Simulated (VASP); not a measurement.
## Si: single point with PBEsol

Crystal: Si.

```
CELL_PARAMETERS angstrom
0.00000 2.72770 2.70812
2.72770 0.00000 2.70812
2.72770 2.72770 0.00000
ATOMIC_POSITIONS crystal
Si 0.00000 0.00000 0.00000
Si 0.25000 0.25000 0.25000
```

```yaml
Program: VASP 6.6.1
Task: single point
Functional: PBEsol
Potentials_or_basis: VASP PAW PBE potentials, release 64 (Si)
Cutoff: 520 eV
k_mesh: 10 × 10 × 10
Occupations: gaussian, width 0.01 eV
Spin: non-collinear spin, zero start, spin-orbit coupling
Starting_moments: "[[0.0, 0.0, 0.0], [0.0, 0.0, 0.0]] μB"
```

```
Pressure                                              : -0.3 GPa
Net moment                                            : 0.00 μB per cell
Valence electrons inside the program's atomic spheres : Si 1.69
```

Stress tensor (GPa, compression positive):
```
-0.56  0.00  0.00
 0.00 -0.56  0.00
 0.00  0.00  0.11
```

Moments on the atoms (μB; x, y, z):
```
Si  0.00 0.00 0.00
Si  0.00 0.00 0.00
```

Run time: 86 s on 1 thread of AMD EPYC 9R45 96-Core Processor (Zen 5), on a shared host, peak memory 0.29 GiB.

Caveat: the PAW data sets were made with another functional, which shifts forces and pressure a little.
